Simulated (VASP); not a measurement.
# V in VASP: notebook

The runs below take V through single point, relaxation of cell and atoms, with PBE.

Everything below comes from runs of VASP 6.6.1. Logs are shortened: lines on timing, memory, paths and dates and some standing lists are left out, and cuts for length are marked.

**1. The cell of the first run**

The typed cell holds 1 atom: a = 2.457 Å, b = 2.457 Å, c = 2.458 Å, α = 90.00°, β = 90.00°, γ = 90.00°.

**2. Single point, PBE**

The input, INCAR:

```
PREC = Accurate
ENCUT = 520
EDIFF = 1E-7
ISMEAR = 0
SIGMA = 0.1
LREAL = F
LASPH = T
NELM = 80
ALGO = Fast
ISIF = 2
LWAVE = F
LCHARG = F
GGA = PE
NBANDS = 12
```

The input, KPOINTS:

```
regular mesh
0
Gamma
  6 6 6
```

The input, POSCAR:

```
V
1.0
    2.4568703432      0.0000000000      0.0000000000
    0.0000000000      2.4568703432      0.0000000000
    0.0000000000      0.0000000000      2.4582355270
V
1
Direct
    0.0000000000      0.0000000000      0.0000000000
```

Potentials or basis: VASP PAW PBE potentials, release 64 (V_sv).

Launch:

```sh
cat potpaw_PBE.64/V_sv/POTCAR > POTCAR
mpirun -np 1 vasp_std > vasp.out
```

OUTCAR:

```text
PREC = Accurate
   ENCUT = 520
   EDIFF = 1E-7
   ISMEAR = 0
   LREAL = F
   LASPH = T
   NELM = 80
   ISIF = 2
   GGA = PE

 ion  position               nearest neighbor table
   1  0.000  0.000  0.000-

  LATTYP: Found a simple tetragonal cell.
 ALAT       =     2.4568703432
 C/A-ratio  =     1.0005556597

  Lattice vectors:

 A1 = (   2.4568703432,   0.0000000000,   0.0000000000)
 A2 = (   0.0000000000,   2.4568703432,   0.0000000000)
 A3 = (   0.0000000000,   0.0000000000,   2.4582355270)

Analysis of symmetry for initial positions (statically):
=====================================================================
 Subroutine PRICEL returns:
 Original cell was already a primitive cell.

 Routine SETGRP: Setting up the symmetry group for a
 simple tetragonal supercell.

 Subroutine GETGRP returns: Found 16 space group operations
 (whereof 16 operations were pure point group operations)
 out of a pool of 16 trial point group operations.

The static configuration has the point symmetry D_4h.

Analysis of symmetry for dynamics (positions and initial velocities):
=====================================================================
 Subroutine PRICEL returns:
 Original cell was already a primitive cell.

 Routine SETGRP: Setting up the symmetry group for a
 simple tetragonal supercell.

 Subroutine GETGRP returns: Found 16 space group operations
 (whereof 16 operations were pure point group operations)
 out of a pool of 16 trial point group operations.

The dynamic configuration has the point symmetry D_4h.

 Subroutine INISYM returns: Found 16 space group operations
 (whereof 16 operations are pure point group operations),
 and found     1 'primitive' translations

----------------------------------------------------------------------------------------

                                     Primitive cell

  volume of cell :      14.8384

  direct lattice vectors                    reciprocal lattice vectors
     2.456870343  0.000000000  0.000000000     0.407021886  0.000000000  0.000000000
     0.000000000  2.456870343  0.000000000     0.000000000  0.407021886  0.000000000
     0.000000000  0.000000000  2.458235527     0.000000000  0.000000000  0.406795846

  length of vectors
     2.456870343  2.456870343  2.458235527     0.407021886  0.407021886  0.406795846

  position of ions in fractional coordinates (direct lattice)
     0.000000000  0.000000000  0.000000000

  ion indices of the primitive-cell ions
   primitive index   ion index
                 1           1

----------------------------------------------------------------------------------------

 KPOINTS: regular mesh

Automatic generation of k-mesh.
 Grid dimensions read from file:
 generate k-points for:    6    6    6

 Generating k-lattice:

  Cartesian coordinates                     Fractional coordinates (reciprocal lattice)
     0.067836981  0.000000000  0.000000000     0.166666667  0.000000000  0.000000000
     0.000000000  0.067836981  0.000000000     0.000000000  0.166666667  0.000000000
     0.000000000  0.000000000  0.067799308     0.000000000  0.000000000  0.166666667

  Length of vectors
     0.067836981  0.067836981  0.067799308

  Shift w.r.t. Gamma in fractional coordinates (k-lattice)
     0.000000000  0.000000000  0.000000000

 Subroutine IBZKPT returns following result:
 ===========================================

 Found     40 irreducible k-points:

 Following reciprocal coordinates:
            Coordinates               Weight
  0.000000  0.000000  0.000000      1.000000
  0.166667  0.000000  0.000000      4.000000
  0.333333  0.000000  0.000000      4.000000
  0.500000  0.000000  0.000000      2.000000
  0.166667  0.166667  0.000000      4.000000
  0.333333  0.166667  0.000000      8.000000
[... 16 lines left out ...]
  0.333333  0.000000  0.333333      8.000000
  0.500000  0.000000  0.333333      4.000000
 [... further k-points ...]
   k-points           NKPTS =     40   k-points in BZ     NKDIM =     40   number of bands    NBANDS=     12
   number of dos      NEDOS =    301   number of ions     NIONS =      1
   total plane-waves  NPLWV =   5832
   dimension x,y,z NGX =    18 NGY =   18 NGZ =   18
   dimension x,y,z NGXF=    36 NGYF=   36 NGZF=   36
   ions per type =               1
   NGX,Y,Z   is equivalent  to a cutoff of  12.18, 12.18, 12.17 a.u.
   NGXF,Y,Z  is equivalent  to a cutoff of  24.36, 24.36, 24.35 a.u.
 SYSTEM =  unknown system
   PREC   = accura    normal or accurate (medium, high low for compatibility)
   ISTART =      0    job   : 0-new  1-cont  2-samecut
   ICHARG =      2    charge: 1-file 2-atom 10-const
   ISPIN  =      1    spin polarized calculation?
   LNONCOLLINEAR =      F non collinear calculations
   LSORBIT =      F    spin-orbit coupling
   LASPH  =      T    aspherical Exc in radial PAW
   ENCUT  =  520.0 eV  38.22 Ry    6.18 a.u.   4.57  4.57  4.57*2*pi/ulx,y,z
   NELM   =     80;   NELMIN=  2; NELMDL= -5     # of ELM steps
   EDIFF  = 0.1E-06   stopping-criterion for ELM
   LREAL  =      F    real-space projection
   EDIFFG = 0.1E-05   stopping-criterion for IOM
   NSW    =      0    number of steps for IOM
   IBRION =     -1    ionic relax: 0-MD 1-quasi-New 2-CG
   NFREE  =      0    steps in history (QN), initial steepest desc. (CG)
   ISIF   =      2    stress and relaxation
   ISYM   =      2    0-nonsym 1-usesym 2-fastsym
   POTIM  = 0.5000    time-step for ionic-motion
   TEBEG  =    0.0;   TEEND  =   0.0 temperature during run
   PSTRESS=    0.0 pullay stress
   NELECT =      13.0000    total number of electrons
   NUPDOWN=      -1.0000    fix difference up-down
   EMIN   =  10.00;   EMAX   =-10.00  energy-range for DOS
   EFERMI =   0.00;   METHOD = LEGACY
   ISMEAR =     0;   SIGMA  =   0.10  broadening in eV -4-tet -1-fermi 0-gaus
   EFERMI_NEDOS =   21; number of points for ismear=-14 and -15
   IALGO  =     68    algorithm
   IMIX   =      4    mixing-type and parameters
     AMIX     =   0.40;   BMIX     =  1.00
     AMIX_MAG =   1.60;   BMIX_MAG =  1.00
  volume/ion in A,a.u.               =      14.84       100.13
  Fermi-wavevector in a.u.,A,eV,Ry     =   1.566486  2.960230 33.387059  2.453880
  Thomas-Fermi vector in A             =   2.668807
   LORBIT       =      0    0 simple, 1 ext, 2 COOP (PROOUT), +10 PAW based schemes
[... 45 lines left out ...]

 k-point     2 :       0.1667    0.0000    0.0000
  band No.  band energies     occupation
      1     -55.1147      2.00000
      2     -28.6857      2.00000
      3     -28.4024      2.00000
      4     -28.4002      2.00000
      5       3.1750      2.00000
      6       6.7978      2.00000
      7       7.1922      2.00000
      8      11.6312      0.00000
      9      11.6353      0.00000
     10      12.2310      0.00000
     11      22.6131      0.00000
     12      28.0436      0.00000

 k-point     3 :       0.3333    0.0000    0.0000
  band No.  band energies     occupation
      1     -55.0352      2.00000
      2     -29.1936      2.00000
      3     -28.3569      2.00000
      4     -28.3547      2.00000
      5       5.0570      2.00000
      6       7.1753      2.00000
      7       8.3109      1.99999
      8      10.6608      0.00000
      9      10.6662      0.00000
     10      12.3198      0.00000
     11      18.1090      0.00000
     12      28.7984      0.00000

 k-point     4 :       0.5000    0.0000    0.0000
  band No.  band energies     occupation
      1     -54.9950      2.00000
      2     -29.4395      2.00000
      3     -28.3340      2.00000
      4     -28.3318      2.00000
      5       6.4853      2.00000
      6       7.3767      2.00000
      7       8.5219      1.84150
      8      10.2278      0.00000
      9      10.2337      0.00000
     10      12.3647      0.00000
     11      16.3747      0.00000
     12      27.9237      0.00000

 k-point     5 :       0.1667    0.1667    0.0000
  band No.  band energies     occupation
      1     -55.0759      2.00000
      2     -28.6717      2.00000
      3     -28.6461      2.00000
      4     -28.3801      2.00000
      5       3.9036      2.00000
      6       7.1477      2.00000
      7       7.6073      2.00000
      8      11.0486      0.00000
      9      11.6119      0.00000
     10      11.7826      0.00000
     11      23.0433      0.00000
     12      23.8641      0.00000

 k-point     6 :       0.3333    0.1667    0.0000
  band No.  band energies     occupation
      1     -54.9974      2.00000
      2     -29.1596      2.00000
      3     -28.6048      2.00000
      4     -28.3353      2.00000
      5       5.5696      2.00000
      6       7.5144      2.00000
      7       8.4372      1.99087
      8      10.6831      0.00000
      9      10.7500      0.00000
     10      11.8348      0.00000
     11      18.5932      0.00000
     12      25.3844      0.00000

 k-point     7 :       0.5000    0.1667    0.0000
  band No.  band energies     occupation
      1     -54.9576      2.00000
      2     -29.4017      2.00000
      3     -28.5780      2.00000
      4     -28.3127      2.00000
      5       7.0968      2.00000
      6       7.2268      2.00000
      7       8.1299      2.00000
      8      10.3321      0.00000
      9      11.6166      0.00000
     10      11.8956      0.00000
     11      16.3129      0.00000
     12      26.5830      0.00000

 k-point     8 :       0.3333    0.3333    0.0000
  band No.  band energies     occupation
      1     -54.9208      2.00000
      2     -29.1024      2.00000
      3     -29.0780      2.00000
      4     -28.2918      2.00000
      5       5.9414      2.00000
      6       7.5381      2.00000
      7      10.2784      0.00000
      8      10.8773      0.00000
      9      11.0196      0.00000
     10      11.3178      0.00000
     11      18.3953      0.00000
     12      22.3030      0.00000
[... 166 lines left out ...]
 k-point    20 :       0.5000    0.5000    0.1667
  band No.  band energies     occupation
      1     -54.8081      2.00000
      2     -29.2534      2.00000
      3     -29.2534      2.00000
      4     -28.4800      2.00000
      5       5.5664      2.00000
      6       9.1276      0.00000
      7       9.2112      0.00000
      8       9.2112      0.00000
      9      13.4285      0.00000
     10      16.6849      0.00000
     11      16.6849      0.00000
     12      20.8897      0.00000

 k-point    21 :       0.0000    0.0000    0.3333
  band No.  band energies     occupation
      1     -55.0359      2.00000
      2     -29.1926      2.00000
      3     -28.3550      2.00000
      4     -28.3550      2.00000
      5       5.0543      2.00000
      6       7.1723      2.00000
      7       8.3046      1.99999
      8      10.6675      0.00000
      9      10.6675      0.00000
     10      12.3222      0.00000
     11      18.0973      0.00000
     12      28.8064      0.00000

 k-point    22 :       0.1667    0.0000    0.3333
  band No.  band energies     occupation
      1     -54.9980      2.00000
      2     -29.1586      2.00000
      3     -28.6052      2.00000
      4     -28.3334      2.00000
      5       5.5674      2.00000
      6       7.5108      2.00000
      7       8.4335      1.99220
      8      10.6815      0.00000
      9      10.7566      0.00000
     10      11.8378      0.00000
     11      18.5821      0.00000
     12      25.3811      0.00000

 k-point    23 :       0.3333    0.0000    0.3333
  band No.  band energies     occupation
      1     -54.9214      2.00000
      2     -29.1021      2.00000
      3     -29.0777      2.00000
      4     -28.2900      2.00000
      5       5.9412      2.00000
      6       7.5343      2.00000
      7      10.2751      0.00000
      8      10.8827      0.00000
      9      11.0243      0.00000
     10      11.3131      0.00000
     11      18.3882      0.00000
     12      22.2966      0.00000

 k-point    24 :       0.5000    0.0000    0.3333
  band No.  band energies     occupation
      1     -54.8826      2.00000
      2     -29.3260      2.00000
      3     -29.0542      2.00000
      4     -28.2682      2.00000
      5       5.7849      2.00000
      6       7.7365      2.00000
      7      10.5516      0.00000
      8      10.8385      0.00000
      9      11.0530      0.00000
     10      13.5857      0.00000
     11      15.8971      0.00000
     12      23.0890      0.00000

 [... further k-points ...]
[... 5 lines left out ...]
  --------------------------------------------------------------------------------------
  -------------------------------------------------------------------------------------
  Total        0.0351677      0.0351677      0.0241376      0.0000000     -0.0000000      0.0000000
  in kB        3.7972224      3.7972224      2.6062532      0.0000000     -0.0000000      0.0000000
  external PRESSURE =       3.4002327 kB  Pullay stress =       0.0000000 kB

 VOLUME and BASIS-vectors are now :
 -----------------------------------------------------------------------------
  energy-cutoff  :      520.00
  volume of cell :       14.84
      direct lattice vectors                 reciprocal lattice vectors
     2.456870343  0.000000000  0.000000000     0.407021886  0.000000000  0.000000000
     0.000000000  2.456870343  0.000000000     0.000000000  0.407021886  0.000000000
     0.000000000  0.000000000  2.458235527     0.000000000  0.000000000  0.406795846

 POSITION                                       TOTAL-FORCE (eV/Angst)
 -----------------------------------------------------------------------------------
      0.00000      0.00000      0.00000         0.000000      0.000000      0.000000
 -----------------------------------------------------------------------------------
    total drift:                                0.000000      0.000000      0.000000

  FREE ENERGIE OF THE ION-ELECTRON SYSTEM (eV)
  ---------------------------------------------------
  free  energy   TOTEN  =        -8.1508371774 eV

  energy  without entropy=       -8.1431774887  energy(sigma->0) =       -8.14700733
```

It took 7.2 s on 1 thread of Intel Xeon Platinum 8488C (Sapphire Rapids), shared host; peak memory 0.12 GiB.

Results:

| Quantity | Value |
| --- | --- |
| Free energy | -8.1508 eV |
| Pressure | 0.3 GPa |

Caveat: the k points lie up to 0.43 Å⁻¹ apart.

**3. Relaxation of cell and atoms, PBE**

This run uses another cell than the first one, of 16.12 Å³/atom, 1.086 times its volume.

The input, INCAR:

```
SYSTEM = V
ALGO     = Normal         ! electronic algorithm
EDIFF    = 1E-6           ! SCF threshold, eV
EDIFFG   = -0.04          ! ionic threshold
ENCUT    = 600            ! plane-wave cutoff, eV
GGA      = PE             ! functional
IBRION   = 2              ! ionic algorithm
ISIF     = 3              ! what is computed and relaxed
ISMEAR   = 0              ! smearing method
LASPH    = .TRUE.         ! aspherical terms in the spheres
LCHARG   = .FALSE.        ! write CHGCAR
LREAL    = .FALSE.        ! projectors in reciprocal space
LWAVE    = .FALSE.        ! write WAVECAR
NELM     = 80             ! most SCF steps
NSW      = 90             ! ionic steps
PREC     = Accurate       ! precision mode
SIGMA    = 0.1            ! smearing width, eV
```

The input, KPOINTS:

```
k-points
0
G
  6 6 6
  0 0 0
```

The input, POSCAR:

```
V
1.0
    2.5056166549      0.0000000000      0.0000000000
    0.0000000000      2.5056166549      0.0000000000
    0.0000000000      0.0000000000      2.5672440837
V
1
Direct
    0.0000000000      0.0000000000      0.0000000000
```

Potentials or basis: VASP PAW PBE potentials, release 64 (V_sv).

Launch:

```sh
cat potpaw_PBE.64/V_sv/POTCAR > POTCAR
mpirun -np 1 vasp_std > vasp.out
```

Run time: 19 s. Hardware: 1 thread of Intel Xeon Platinum 8488C (Sapphire Rapids), shared host; peak memory 0.13 GiB.

Results (log left out):

```
Free energy                            : -8.1518 eV
Relaxed volume                         : 14.84 Å³/atom
Relaxed cell                           : a = 2.457 Å, b = 2.457 Å, c = 2.457 Å, α = 90.00°, β = 90.00°, γ = 90.00°
Space group after relaxing (to 0.05 Å) : Pm-3m (No. 221)
Energy gained by relaxing              : 44.1 meV/atom
Ionic steps                            : 5
Pressure after relaxing                : 0.3 GPa
```

The path:
```tsv
step	energy change (eV)	largest force (eV/Å)	pressure (GPa)	volume (Å³)
1	0.0000	0.0000	-9.64	16.12
2	-0.0164	0.0000	10.32	13.96
3	-0.0429	0.0000	0.21	14.85
4	-0.0429	0.0000	0.46	14.82
5	-0.0441	0.0000	0.28	14.84
```

Final structure:
```cif
data_structure
_symmetry_space_group_name_H-M 'P 1'
_symmetry_Int_Tables_number 1
_cell_length_a 2.4573
_cell_length_b 2.4573
_cell_length_c 2.4569
_cell_angle_alpha 90.000
_cell_angle_beta 90.000
_cell_angle_gamma 90.000
_cell_volume 14.84
loop_
_atom_site_label
_atom_site_type_symbol
_atom_site_fract_x
_atom_site_fract_y
_atom_site_fract_z
_atom_site_occupancy
V1 V 0.00000 0.00000 0.00000 1
```

Levels at points of the mesh, in eV from the Fermi level:
| k point | band 3 | band 4 | band 5 | band 6 | band 7 | band 8 | band 9 | band 10 |
| --- | --- | --- | --- | --- | --- | --- | --- | --- |
| (0.00, 0.00, 0.00) | -37.05 | -37.05 | -6.23 | -2.00 | -2.00 | 3.57 | 3.57 | 3.57 |
| (0.50, 0.00, 0.00) | -36.95 | -36.95 | -2.14 | -1.25 | -0.10 | 1.61 | 1.61 | 3.74 |
| (0.50, 0.50, 0.00) | -37.91 | -36.87 | -3.40 | -0.60 | 2.04 | 2.04 | 4.78 | 6.16 |
| (0.00, 0.00, 0.50) | -36.95 | -36.95 | -2.14 | -1.25 | -0.10 | 1.61 | 1.61 | 3.74 |
| (0.50, 0.00, 0.50) | -37.91 | -36.87 | -3.40 | -0.60 | 2.04 | 2.04 | 4.78 | 6.16 |
| (0.50, 0.50, 0.50) | -37.77 | -37.77 | -1.80 | -1.80 | -1.80 | 4.89 | 4.89 | 10.43 |

Caveat: the k points lie up to 0.43 Å⁻¹ apart in the final cell.

**4. Single point, PBE, collinear spin, ferromagnetic start**

This run uses another cell than the first one, of 14.52 Å³/atom, 0.979 times its volume.

The input, INCAR:

```
PREC = Accurate
ENCUT = 520
EDIFF = 1E-6
ISMEAR = 0
SIGMA = 0.1
LREAL = F
LASPH = T
NELM = 150
ALGO = Normal
ISIF = 2
LWAVE = F
LCHARG = F
ISPIN = 2
MAGMOM = 2
LORBIT = 11
LMAXMIX = 4
GGA = PE
NBANDS = 16
```

The input, KPOINTS:

```
Automatic mesh
0
Gamma
  8 8 8
```

The input, POSCAR:

```
V
1.0
    2.4398711703      0.0000000000      0.0000000000
    0.0000000000      2.4398711703      0.0000000000
    0.0000000000      0.0000000000      2.4398711703
V
1
Direct
    0.0000000000      0.0000000000      0.0000000000
```

Launch:

```sh
cat potpaw_PBE.64/V_sv/POTCAR > POTCAR
mpirun -np 1 vasp_std > vasp.out
```

Run time: 9.4 s. Hardware: 1 thread of Intel Xeon Platinum 8488C (Sapphire Rapids), shared host; peak memory 0.12 GiB.

The run converged. Its results:

```
Free energy                                           : -8.1752 eV
Pressure                                              : 0.2 GPa
Net moment                                            : 0.00 μB per cell
Valence electrons inside the program's atomic spheres : V 11.74
```

Levels at points of the mesh, in eV from the Fermi level:
Spin up:
```tsv
k point	band 3	band 4	band 5	band 6	band 7	band 8	band 9	band 10	band 11	band 12
(0.00, 0.00, 0.00)	-37.14	-37.14	-6.42	-2.21	-2.21	3.51	3.51	3.51	18.35	18.35
(0.50, 0.00, 0.00)	-37.05	-37.05	-2.29	-1.43	-0.22	1.49	1.49	3.69	7.81	19.32
(0.50, 0.50, 0.00)	-38.06	-36.96	-3.66	-0.75	1.93	1.93	4.76	6.15	6.15	12.68
(0.50, 0.50, 0.50)	-37.91	-37.91	-2.02	-2.02	-2.02	4.87	4.87	10.34	13.52	13.52
```
Spin down:
| k point | band 4 | band 5 | band 6 | band 7 | band 8 | band 9 | band 10 | band 11 |
| --- | --- | --- | --- | --- | --- | --- | --- | --- |
| (0.00, 0.00, 0.00) | -37.14 | -6.42 | -2.21 | -2.21 | 3.51 | 3.51 | 3.51 | 18.35 |
| (0.50, 0.00, 0.00) | -37.05 | -2.29 | -1.43 | -0.22 | 1.49 | 1.49 | 3.69 | 7.81 |
| (0.50, 0.50, 0.00) | -36.95 | -3.66 | -0.75 | 1.93 | 1.93 | 4.76 | 6.15 | 6.15 |
| (0.50, 0.50, 0.50) | -37.91 | -2.02 | -2.02 | -2.02 | 4.87 | 4.87 | 10.34 | 13.52 |

**5. Overview**

```csv
task,spin,cell,k mesh,cutoff (eV),gap on the mesh (eV),pressure (GPa)
single point,off,"a = 2.457, b = 2.457, c = 2.458 Å, 1 atom",6 × 6 × 6,520,none,0.3
relaxation of cell and atoms,off,"relaxed from a = 2.506, b = 2.506, c = 2.567 Å, 1 atom",6 × 6 × 6,600,none,0.3
single point,"collinear, ferromagnetic start","a = 2.440 Å, 1 atom",8 × 8 × 8,520,none,0.2
```

Alike in all rows: level PBE; potentials or basis VASP PAW PBE potentials, release 64 (V_sv); smearing gaussian 0.1 eV.

Caveats: some runs use coarse meshes.

Absolute energies hang on the potentials; compare differences alone.
